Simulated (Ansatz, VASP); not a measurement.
# Pt in VASP and in Ansatz

```
Pt
1.0
     0.00000    1.97500    1.97500
     1.97500    0.00000    1.97500
     1.97500    1.97500    0.00000
Pt
1
Direct
  0.00000 0.00000 0.00000
```

Alike in both runs: task relaxation of cell and atoms; functional PBEsol; k mesh 12 × 12 × 12; occupations gaussian, width 0.1 eV; no spin polarisation.

```csv
,VASP,Ansatz
version,VASP 6.6.1,Ansatz 0.2.0
potentials or method,"VASP PAW PBE potentials, release 64 (Pt)","scalar-relativistic, plane waves, PAW"
plane-wave cutoff (eV),500,420
valence electrons in the cell,10,18
```

|  | VASP | Ansatz | Ansatz less VASP |
| --- | --- | --- | --- |
| gap on the k mesh at the Fermi level, each at its own relaxed structure (eV) | none | none | - |
| relaxed volume (Å³/atom) | 15.03 | 15.04 | +0.018 |
| relaxed cell length with the largest relative difference (Å) | 2.770 | 2.771 | +0.0011 |

VASP's potentials were made for PBE, not for PBEsol. A gap of «none» marks a metal or a gap that the smearing closes. VASP's potentials hold 10 valence electrons a cell and Ansatz's 18, so a difference there can come from the potentials and not from the codes.

Neither program's run includes spin-orbit coupling.
